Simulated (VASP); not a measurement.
# Zr (I4/mmm) in VASP: notebook

Zr is run at these levels: PBEsol; tasks: single point.

All numbers are computed with VASP 6.6.1; they aren't measurements. Logs are shortened: lines on timing, memory, paths and dates and some standing lists are left out, and cuts for length are marked.

**1. The cell of the first run**

It takes space group I4/mmm (No. 139, tetragonal). The conventional cell has a = 3.444 Å, b = 3.444 Å, c = 4.149 Å, α = 90.00°, β = 90.00°, γ = 90.00°. Zr (site symmetry 4/mmm) has 14 Zr at 3.20 to 4.15 Å within 4.2 Å.

**2. Single point, PBEsol (strain +0.080 along x and y, -0.080 along z)**

INCAR reads:

```
PREC     = Accurate       # precision mode
ENCUT    = 520            # plane-wave cutoff, eV
EDIFF    = 1E-6           # SCF threshold, eV
ISMEAR   = 0              # smearing method
SIGMA    = 0.15           # smearing width, eV
LREAL    = False          # projectors in reciprocal space
LASPH    = True           # aspherical terms in the spheres
NELM     = 60             # most SCF steps
ALGO     = Fast           # electronic algorithm
ISIF     = 2              # what is computed and relaxed
LWAVE    = False          # write WAVECAR
LCHARG   = False          # write CHGCAR
GGA      = PS             # functional
NBANDS   = 12             # bands
```

KPOINTS reads:

```
regular mesh
0
Gamma
  18 18 18
```

POSCAR reads:

```
Zr
1.0
    0.0000000000      2.4354000000      2.0746000000
    2.4354000000      0.0000000000      2.0746000000
    2.4354000000      2.4354000000      0.0000000000
Zr
1
Direct
    0.0000000000      0.0000000000      0.0000000000
```

Potentials or basis: VASP PAW PBE potentials, release 64 (Zr_sv).

Command:

```bash
> cat potpaw_PBE.64/Zr_sv/POTCAR > POTCAR
> mpirun -np 1 vasp_std > vasp.out
```

OUTCAR:

```text
PREC = Accurate
   ENCUT = 520
   EDIFF = 1E-6
   ISMEAR = 0
   LREAL = False
   LASPH = True
   NELM = 60
   ISIF = 2
   GGA = PS

 ion  position               nearest neighbor table
   1  0.000  0.000  0.000-

  LATTYP: Found a body centered tetragonal cell.
 ALAT       =     3.4441757098
 C/A-ratio  =     1.2047004420

  Lattice vectors:

 A1 = (   0.0000000000,  -2.4354000000,  -2.0746000000)
 A2 = (   0.0000000000,   2.4354000000,  -2.0746000000)
 A3 = (   2.4354000000,   0.0000000000,   2.0746000000)

Analysis of symmetry for initial positions (statically):
=====================================================================
 Subroutine PRICEL returns:
 Original cell was already a primitive cell.

 Routine SETGRP: Setting up the symmetry group for a
 body centered tetragonal supercell.

 Subroutine GETGRP returns: Found 16 space group operations
 (whereof 16 operations were pure point group operations)
 out of a pool of 16 trial point group operations.

The static configuration has the point symmetry D_4h.

Analysis of symmetry for dynamics (positions and initial velocities):
=====================================================================
 Subroutine PRICEL returns:
 Original cell was already a primitive cell.

 Routine SETGRP: Setting up the symmetry group for a
 body centered tetragonal supercell.

 Subroutine GETGRP returns: Found 16 space group operations
 (whereof 16 operations were pure point group operations)
 out of a pool of 16 trial point group operations.

The dynamic configuration has the point symmetry D_4h.

 Subroutine INISYM returns: Found 16 space group operations
 (whereof 16 operations are pure point group operations),
 and found     1 'primitive' translations

----------------------------------------------------------------------------------------

                                     Primitive cell

  volume of cell :      24.6096

  direct lattice vectors                    reciprocal lattice vectors
     0.000000000  2.435400000  2.074600000    -0.205305083  0.205305083  0.241010315
     2.435400000  0.000000000  2.074600000     0.205305083 -0.205305083  0.241010315
     2.435400000  2.435400000  0.000000000     0.205305083  0.205305083 -0.241010315

  length of vectors
     3.199240272  3.199240272  3.444175710     0.377341128  0.377341128  0.377341128

  position of ions in fractional coordinates (direct lattice)
     0.000000000  0.000000000  0.000000000

  ion indices of the primitive-cell ions
   primitive index   ion index
                 1           1

----------------------------------------------------------------------------------------

 KPOINTS: regular mesh

Automatic generation of k-mesh.
 Grid dimensions read from file:
 generate k-points for:   18   18   18

 Generating k-lattice:

  Cartesian coordinates                     Fractional coordinates (reciprocal lattice)
    -0.011405838  0.011405838  0.013389462     0.055555556  0.000000000  0.000000000
     0.011405838 -0.011405838  0.013389462     0.000000000  0.055555556  0.000000000
     0.011405838  0.011405838 -0.013389462     0.000000000  0.000000000  0.055555556

  Length of vectors
     0.020963396  0.020963396  0.020963396

  Shift w.r.t. Gamma in fractional coordinates (k-lattice)
     0.000000000  0.000000000  0.000000000

 Subroutine IBZKPT returns following result:
 ===========================================

 Found    480 irreducible k-points:

 Following reciprocal coordinates:
            Coordinates               Weight
  0.000000  0.000000  0.000000      1.000000
  0.055556 -0.000000  0.000000      8.000000
  0.111111 -0.000000  0.000000      8.000000
  0.166667 -0.000000  0.000000      8.000000
  0.222222 -0.000000  0.000000      8.000000
  0.277778  0.000000  0.000000      8.000000
[... 16 lines left out ...]
 -0.277778  0.055556  0.000000      8.000000
 -0.222222  0.055556  0.000000      8.000000
 [... further k-points ...]
   k-points           NKPTS =    480   k-points in BZ     NKDIM =    480   number of bands    NBANDS=     12
   number of dos      NEDOS =    301   number of ions     NIONS =      1
   total plane-waves  NPLWV =  16128
   dimension x,y,z NGX =    24 NGY =   24 NGZ =   28
   dimension x,y,z NGXF=    48 NGYF=   48 NGZF=   56
   ions per type =               1
   NGX,Y,Z   is equivalent  to a cutoff of  12.47, 12.47, 13.52 a.u.
   NGXF,Y,Z  is equivalent  to a cutoff of  24.94, 24.94, 27.03 a.u.
 SYSTEM =  unknown system
   PREC   = accura    normal or accurate (medium, high low for compatibility)
   ISTART =      0    job   : 0-new  1-cont  2-samecut
   ICHARG =      2    charge: 1-file 2-atom 10-const
   ISPIN  =      1    spin polarized calculation?
   LNONCOLLINEAR =      F non collinear calculations
   LSORBIT =      F    spin-orbit coupling
   LASPH  =      T    aspherical Exc in radial PAW
   ENCUT  =  520.0 eV  38.22 Ry    6.18 a.u.   5.95  5.95  6.40*2*pi/ulx,y,z
   NELM   =     60;   NELMIN=  2; NELMDL= -5     # of ELM steps
   EDIFF  = 0.1E-05   stopping-criterion for ELM
   LREAL  =      F    real-space projection
   EDIFFG = 0.1E-04   stopping-criterion for IOM
   NSW    =      0    number of steps for IOM
   IBRION =     -1    ionic relax: 0-MD 1-quasi-New 2-CG
   NFREE  =      0    steps in history (QN), initial steepest desc. (CG)
   ISIF   =      2    stress and relaxation
   ISYM   =      2    0-nonsym 1-usesym 2-fastsym
   POTIM  = 0.5000    time-step for ionic-motion
   TEBEG  =    0.0;   TEEND  =   0.0 temperature during run
   PSTRESS=    0.0 pullay stress
   NELECT =      12.0000    total number of electrons
   NUPDOWN=      -1.0000    fix difference up-down
   EMIN   =  10.00;   EMAX   =-10.00  energy-range for DOS
   EFERMI =   0.00;   METHOD = LEGACY
   ISMEAR =     0;   SIGMA  =   0.15  broadening in eV -4-tet -1-fermi 0-gaus
   EFERMI_NEDOS =   21; number of points for ismear=-14 and -15
   IALGO  =     68    algorithm
   IMIX   =      4    mixing-type and parameters
     AMIX     =   0.40;   BMIX     =  1.00
     AMIX_MAG =   1.60;   BMIX_MAG =  1.00
  volume/ion in A,a.u.               =      24.61       166.07
  Fermi-wavevector in a.u.,A,eV,Ry     =   1.288547  2.435001 22.590478  1.660353
  Thomas-Fermi vector in A             =   2.420494
   LORBIT       =      0    0 simple, 1 ext, 2 COOP (PROOUT), +10 PAW based schemes
   GGA     = PS    functional components
   LHFCALC =     F    Hartree Fock is set to
   AEXX    =    0.0000 exact exchange contribution
   IVDW    =     0    specifies the selected vdW correction
   LEPSILON=     F    determine dielectric tensor
   LRPA    =     F    only Hartree local field effects (RPA)
 non-spin polarized calculation
 RMM-DIIS sequential band-by-band and
 Gauss-broadening in eV      SIGMA  =   0.15
  energy-cutoff  :      520.00
  volume of cell :       24.61
 maximum number of plane-waves:       696
   NGX = 11   NGY = 11   NGZ = 13

 number of electron      12.0000000 magnetization

 Free energy of the ion-electron system (eV)
  ---------------------------------------------------
  ext. energy  EPLUGINS =         0.00000000
  ---------------------------------------------------
  free energy    TOTEN  =        -8.96263719 eV

  energy without entropy =       -8.93857927  energy(sigma->0) =       -8.95060823

 E-fermi :   8.0834     XC(G=0): -10.9500

 val. band max:        8.0821456765   @ k =  -0.2778   0.1111   0.0556
 cond. band min:       8.0874826299   @ k =  -0.2222   0.2222   0.0556
 fundamental gap:      0.0053369534
 Fermi energy:         8.0833996337

 k-point     1 :       0.0000    0.0000    0.0000
  band No.  band energies     occupation
      1     -40.5612      2.00000
      2     -18.1666      2.00000
      3     -18.1666      2.00000
      4     -18.1593      2.00000
      5       2.6982      2.00000
      6       8.8111      0.00000
      7       8.8111      0.00000
      8      10.1792      0.00000
      9      10.2627      0.00000
     10      11.9625      0.00000
     11      18.8989      0.00000
     12      21.2945      0.00000

 k-point     2 :       0.0556   -0.0000    0.0000
  band No.  band energies     occupation
      1     -40.5578      2.00000
      2     -18.1901      2.00000
      3     -18.1725      2.00000
      4     -18.1627      2.00000
      5       2.7933      2.00000
      6       8.7910      0.00000
      7       8.8474      0.00000
      8      10.1455      0.00000
      9      10.2507      0.00000
     10      11.9060      0.00000
     11      19.0960      0.00000
     12      21.2919      0.00000

 k-point     3 :       0.1111   -0.0000    0.0000
  band No.  band energies     occupation
      1     -40.5479      2.00000
      2     -18.2646      2.00000
      3     -18.1895      2.00000
      4     -18.1653      2.00000
      5       3.0693      2.00000
      6       8.7052      0.00000
      7       8.9176      0.00000
      8      10.0950      0.00000
      9      10.2641      0.00000
     10      11.7679      0.00000
     11      19.6068      0.00000
     12      21.1367      0.00000
[... 286 lines left out ...]
 k-point    23 :      -0.2778    0.0556    0.0000
  band No.  band energies     occupation
      1     -40.4882      2.00000
      2     -18.6736      2.00000
      3     -18.2831      2.00000
      4     -18.2104      2.00000
      5       4.7320      2.00000
      6       8.1708      0.40986
      7       8.6646      0.00000
      8       9.9528      0.00000
      9      11.2520      0.00000
     10      12.0582      0.00000
     11      19.1600      0.00000
     12      20.6306      0.00000

 k-point    24 :      -0.2222    0.0556    0.0000
  band No.  band energies     occupation
      1     -40.5080      2.00000
      2     -18.5347      2.00000
      3     -18.2495      2.00000
      4     -18.2062      2.00000
      5       4.2083      2.00000
      6       8.2538      0.10822
      7       8.8734      0.00000
      8      10.0303      0.00000
      9      10.6383      0.00000
     10      11.8379      0.00000
     11      19.8425      0.00000
     12      21.2429      0.00000

 [... further k-points ...]
[... 5 lines left out ...]
  --------------------------------------------------------------------------------------
  -------------------------------------------------------------------------------------
  Total       -1.4186140     -1.4186140     -1.0276732      0.0000000      0.0000000      0.0000000
  in kB      -92.3570086    -92.3570086    -66.9053164      0.0000000      0.0000000      0.0000000
  external PRESSURE =     -83.8731112 kB  Pullay stress =       0.0000000 kB

 VOLUME and BASIS-vectors are now :
 -----------------------------------------------------------------------------
  energy-cutoff  :      520.00
  volume of cell :       24.61
      direct lattice vectors                 reciprocal lattice vectors
     0.000000000  2.435400000  2.074600000    -0.205305083  0.205305083  0.241010315
     2.435400000  0.000000000  2.074600000     0.205305083 -0.205305083  0.241010315
     2.435400000  2.435400000  0.000000000     0.205305083  0.205305083 -0.241010315

 POSITION                                       TOTAL-FORCE (eV/Angst)
 -----------------------------------------------------------------------------------
      0.00000      0.00000      0.00000        -0.000000      0.000000     -0.000000
 -----------------------------------------------------------------------------------
    total drift:                                0.000000     -0.000000     -0.000000

  FREE ENERGIE OF THE ION-ELECTRON SYSTEM (eV)
  ---------------------------------------------------
  free  energy   TOTEN  =        -8.9626371850 eV

  energy  without entropy=       -8.9385792666  energy(sigma->0) =       -8.95060823
```

Run time: 75 s. Hardware: 1 thread of Intel Xeon 6975P-C (Granite Rapids), shared host; peak memory 0.25 GiB.

Results:

| Property | Result |
| --- | --- |
| Free energy | -8.9626 eV |
| Pressure | -8.4 GPa |
| Band gap on the k mesh | zero (band 6 reaches 9.03 eV, above the bottom of band 7 at 7.43 eV) |

Stress tensor (GPa, compression positive):
```
-9.24  0.00  0.00
 0.00 -9.24  0.00
 0.00  0.00 -6.69
```

Caveat: the cell differs from its parent crystal (strain +0.080 along x and y, -0.080 along z); the PAW data sets were made with another functional, which shifts forces and pressure a little.

**3. Single point, PBEsol (strain +0.040 along x and y, +0.000 along z)**

INCAR reads:

```
PREC = Accurate ; ENCUT = 520
EDIFF = 1E-7 ; ISMEAR = 0
SIGMA = 0.15 ; LREAL = F
LASPH = T ; NELM = 60
ALGO = Fast ; ISIF = 2
LWAVE = F ; LCHARG = T
GGA = PS ; LELF = T
LVHAR = T ; NBANDS = 12
```

KPOINTS reads:

```
Automatic mesh
0
Gamma
  18 18 18
```

POSCAR reads:

```
Zr
1.0
    0.0000000000      2.3452000000      2.2550000000
    2.3452000000      0.0000000000      2.2550000000
    2.3452000000      2.3452000000      0.0000000000
Zr
1
Direct
    0.0000000000      0.0000000000      0.0000000000
```

Potentials or basis: VASP PAW PBE potentials, release 64 (Zr_sv).

Command:

```bash
> cat potpaw_PBE.64/Zr_sv/POTCAR > POTCAR
> mpirun -np 1 vasp_std > vasp.out
```

Run time: 2 min. Hardware: 1 thread of Intel Xeon 6975P-C (Granite Rapids), shared host; peak memory 0.25 GiB.

The run converged. Its results:

```
Free energy            : -8.9812 eV
Pressure               : -8.7 GPa
Band gap on the k mesh : zero (band 6 reaches 8.98 eV, above the bottom of band 7 at 7.50 eV)
```

Stress tensor (GPa, compression positive):
```
-9.14  0.00  0.00
 0.00 -9.14  0.00
 0.00  0.00 -7.89
```

Levels at points of the mesh, in eV from the Fermi level:
```tsv
k point	band 3	band 4	band 5	band 6	band 7	band 8	band 9	band 10
(0.00, 0.00, 0.00)	-26.35	-26.34	-5.44	0.85	0.85	1.22	2.92	3.41
(0.50, 0.00, 0.00)	-26.47	-26.42	-2.79	0.59	0.92	1.02	4.70	4.94
(0.50, 0.50, 0.00)	-26.66	-26.66	-2.72	-2.02	3.07	4.80	5.30	5.30
(0.50, 0.00, 0.50)	-26.63	-26.58	-2.74	-1.93	2.49	4.80	5.10	5.46
```

Caveat: the cell differs from its parent crystal (strain +0.040 along x and y, +0.000 along z); the PAW data sets were made with another functional, which shifts forces and pressure a little.

**4. Single point, PBEsol (strain +0.080 along x and y, -0.040 along z)**

INCAR reads:

```
SYSTEM = Zr
  PREC = Accurate
  ENCUT = 520
  EDIFF = 1E-6
  ISMEAR = 0
  SIGMA = 0.15
  LREAL = .FALSE.
  LASPH = .TRUE.
  NELM = 60
  ALGO = Fast
  ISIF = 2
  LWAVE = .FALSE.
  LCHARG = .FALSE.
  GGA = PS
  NBANDS = 12
```

KPOINTS reads:

```
Automatic mesh
0
G
  18 18 18
  0 0 0
```

POSCAR reads:

```
Zr
1.0
    0.0000000000      2.4354000000      2.1648000000
    2.4354000000      0.0000000000      2.1648000000
    2.4354000000      2.4354000000      0.0000000000
Zr
1
Direct
    0.0000000000      0.0000000000      0.0000000000
```

Command:

```bash
> cat potpaw_PBE.64/Zr_sv/POTCAR > POTCAR
> mpirun -np 1 vasp_std > vasp.out
```

Run time: 82 s. Hardware: 1 thread of Intel Xeon 6975P-C (Granite Rapids), shared host; peak memory 0.25 GiB.

It converged, with:

```yaml
Free_energy: -8.9103 eV
Pressure: -10.9 GPa
Band_gap_on_the_k_mesh: zero (band 6 reaches 8.63 eV, above the bottom of band 7 at 7.06 eV)
```

Stress tensor (GPa, compression positive):
```
-11.77   0.00   0.00
  0.00 -11.77   0.00
  0.00   0.00  -9.05
```

Levels at points of the mesh, in eV from the Fermi level:
```csv
k point,band 4,band 5,band 6,band 7,band 8,band 9
"(0.00, 0.00, 0.00)",-26.42,-5.33,0.72,0.72,1.72,2.33
"(0.50, 0.00, 0.00)",-26.46,-2.67,0.24,0.88,1.51,4.28
"(0.50, 0.50, 0.00)",-26.77,-2.50,-1.99,3.75,4.64,5.09
"(0.50, 0.00, 0.50)",-26.56,-2.61,-1.65,2.02,4.45,4.58
```

Caveat: the cell differs from its parent crystal (strain +0.080 along x and y, -0.040 along z); the PAW data sets were made with another functional, which shifts forces and pressure a little.

**5. Single point, PBEsol (strain +0.080 along x and y, +0.040 along z)**

INCAR reads:

```
SYSTEM = Zr
ALGO = Fast ; EDIFF = 1E-6
ENCUT = 520 ; GGA = PS
ISIF = 2 ; ISMEAR = 0
LASPH = .True. ; LCHARG = .False.
LREAL = .False. ; LWAVE = .False.
NBANDS = 12 ; NELM = 60
PREC = Accurate ; SIGMA = 0.15
```

KPOINTS reads:

```
k-points
0
Gamma
  18 18 18
  0 0 0
```

POSCAR reads:

```
Zr
1.0
    0.0000000000      2.4354000000      2.3452000000
    2.4354000000      0.0000000000      2.3452000000
    2.4354000000      2.4354000000      0.0000000000
Zr
1
Direct
    0.0000000000      0.0000000000      0.0000000000
```

Command:

```bash
> cat potpaw_PBE.64/Zr_sv/POTCAR > POTCAR
> mpirun -np 1 vasp_std > vasp.out
```

Run time: 2.8 min. Hardware: 1 thread of Intel Xeon 6975P-C (Granite Rapids), shared host; peak memory 0.27 GiB.

It converged, with:

```
Free energy            : -8.7565 eV
Pressure               : -14.7 GPa
Band gap on the k mesh : zero (band 6 reaches 7.77 eV, above the bottom of band 7 at 6.39 eV)
```

Stress tensor (GPa, compression positive):
```
-15.09   0.00   0.00
  0.00 -15.09   0.00
  0.00   0.00 -13.97
```

Levels at points of the mesh, in eV from the Fermi level:
```csv
k point,band 3,band 4,band 5,band 6,band 7,band 8,band 9,band 10
"(0.00, 0.00, 0.00)",-26.72,-26.71,-5.18,0.80,0.80,1.12,2.58,2.99
"(0.50, 0.00, 0.00)",-26.80,-26.77,-2.53,0.60,0.63,0.96,4.09,4.28
"(0.50, 0.50, 0.00)",-26.93,-26.93,-2.32,-1.68,2.54,4.16,4.58,4.58
"(0.50, 0.00, 0.50)",-26.92,-26.88,-2.36,-1.61,2.03,4.17,4.42,4.71
```

Caveat: the cell differs from its parent crystal (strain +0.080 along x and y, +0.040 along z); the PAW data sets were made with another functional, which shifts forces and pressure a little.

**6. Overview**

```csv
cell,further INCAR settings,gap on the mesh (eV),pressure (GPa)
"a = 3.199, b = 3.199, c = 3.444 Å, angles 57.4, 57.4, 65.1°, 1 atom",ALGO = Fast; EDIFF = 1e-06; NBANDS = 12,none,-8.4
"a = 3.253, b = 3.253, c = 3.317 Å, angles 59.4, 59.4, 61.3°, 1 atom",ALGO = Fast; EDIFF = 1e-07; NBANDS = 12,none,-8.7
"a = 3.258, b = 3.258, c = 3.444 Å, angles 58.1, 58.1, 63.8°, 1 atom",ALGO = Fast; EDIFF = 1e-06; NBANDS = 12,none,-10.9
"a = 3.381, b = 3.381, c = 3.444 Å, angles 59.4, 59.4, 61.2°, 1 atom",ALGO = Fast; EDIFF = 1e-06; NBANDS = 12,none,-14.7
```

Alike in all rows: task single point; level PBEsol; potentials or basis VASP PAW PBE potentials, release 64 (Zr_sv); no spin polarisation; k mesh 18 × 18 × 18; cutoff (eV) 520; smearing gaussian 0.15 eV.

Caveats: the PAW data sets were made with another functional, which shifts forces and pressure a little.

Total energies depend on the potentials used, so only differences within one code and one set of settings carry meaning.
